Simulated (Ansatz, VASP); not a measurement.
One calculation of Hf, two programs

Contents of INCAR:

```
SYSTEM = Hf
ALGO = Normal
EDIFF = 1E-6
ENCUT = 520
GGA = PE
ISIF = 2
ISMEAR = -1
LASPH = .TRUE.
LCHARG = .FALSE.
LREAL = .FALSE.
LWAVE = .FALSE.
NBANDS = 17
NELM = 80
PREC = Accurate
SIGMA = 0.6
```

Contents of KPOINTS:

```
k-points
0
G
  11 11 6
  0 0 0
```

File POSCAR:

```
Hf
1.0
    3.2045059552      0.0000000000      0.0000000000
   -1.6022529776      2.7751835638      0.0000000000
    0.0000000000      0.0000000000      5.0738215932
Hf
2
Direct
    0.3333333333      0.6666666667      0.2500000000
    0.6666666667      0.3333333333      0.7500000000
```

Input for Ansatz:

```yaml
crystal:
  lattice:
    - [3.2045059552, 0.0, 0.0]
    - [-1.6022529776, 2.7751835638, 0.0]
    - [0.0, 0.0, 5.0738215932]
  atoms:
    - { symbol: Hf, position: [0.3333333333, 0.6666666667, 0.25] }
    - { symbol: Hf, position: [0.6666666667, 0.3333333333, 0.75] }
hamiltonian:
  xc: pbe
  pseudopotentials:
    kind: paw
    azcp:
      Hf: "pseudopotentials/Hf.paw.azcp"
basis:
  ecutwfc: 420
  fft_grid_basis: typed
kpoints:
  mp_grid: { grid: [11, 11, 6], shift: [0, 0, 0] }
magnetization:
  spin_polarized: false
scf:
  occupations: { method: fermi_dirac, width: 0.6 }
  lower_state_search: "off"
output:
  stress: true
```

Alike in both runs: task single point; functional PBE; k mesh 11 × 11 × 6; occupations fermi-dirac, width 0.6 eV; no spin polarisation.

|  | VASP | Ansatz |
| --- | --- | --- |
| version | VASP 6.6.1 | Ansatz 0.2.0 |
| potentials or method | VASP PAW PBE potentials, release 64 (Hf_pv), cutoff 520 eV | plane waves (420 eV) with PAW, scalar-relativistic |
| valence electrons in the cell | 20 | 52 |

```tsv
	VASP	Ansatz	Ansatz less VASP
pressure (GPa)	4.0	4.4	+0.37
traceless stress, the component that is largest in VASP (GPa)	2.46	2.49	+0.031
```

VASP's potentials hold 20 valence electrons a cell and Ansatz's 52, so a difference there can come from the potentials and not from the codes.

Spin-orbit coupling is off throughout.
